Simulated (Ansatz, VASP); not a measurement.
One calculation of In, two programs

File INCAR:

```
  PREC = Accurate
  ENCUT = 520
  EDIFF = 1E-7
  ISMEAR = 0
  SIGMA = 0.15
  LREAL = False
  LASPH = True
  NELM = 100
  ALGO = Fast
  ISIF = 2
  LWAVE = False
  LCHARG = False
  GGA = PS
  NBANDS = 12
```

Contents of KPOINTS:

```
regular mesh
0
Gamma
  22 22 22
```

Contents of POSCAR:

```
In
1.0
   -1.4899767309      1.4899767309      2.9468169070
    1.4899767309     -1.4899767309      2.9468169070
    1.4899767309      1.4899767309     -2.9468169070
In
1
Direct
    0.0000000000      0.0000000000      0.0000000000
```

Input for Ansatz:

```yaml
crystal:
  lattice:
    - [-1.4899767309, 1.4899767309, 2.946816907]
    - [1.4899767309, -1.4899767309, 2.946816907]
    - [1.4899767309, 1.4899767309, -2.946816907]
  atoms:
    - { symbol: In, position: [0.0, 0.0, 0.0] }
basis:
  ecutwfc: 420
kpoints:
  mp_grid: { grid: [22, 22, 22] }
hamiltonian:
  xc: pbesol
scf:
  occupations: { method: gaussian, width: 0.15 }
output:
  forces: true
  stress: true
  eigenvalues: true
```

Alike in both runs: task single point; functional PBEsol; k mesh 22 × 22 × 22; occupations gaussian, width 0.15 eV; no spin polarisation.

|  | VASP | Ansatz |
| --- | --- | --- |
| version | VASP 6.6.1 | Ansatz 0.2.0 |
| potentials or method | VASP PAW PBE potentials, release 64 (In_d), cutoff 520 eV | scalar-relativistic, plane waves, PAW |
| valence electrons in the cell | 13 | 13 |

Ansatz gave:

- gap on the k mesh at the Fermi level (eV): none
- pressure (GPa): 0.5
- traceless stress, the component that is largest in VASP (GPa): -3.83

Problem. What did VASP give for the same quantities?

Solution. gap on the k mesh at the Fermi level (eV): none; pressure (GPa): 0.4; traceless stress, the component that is largest in VASP (GPa): -3.86.

VASP's potentials were made for PBE, not for PBEsol. A gap of «none» marks a metal or a gap that the smearing closes. The functional is the same, so the differences come from potentials, cutoffs and numerics.
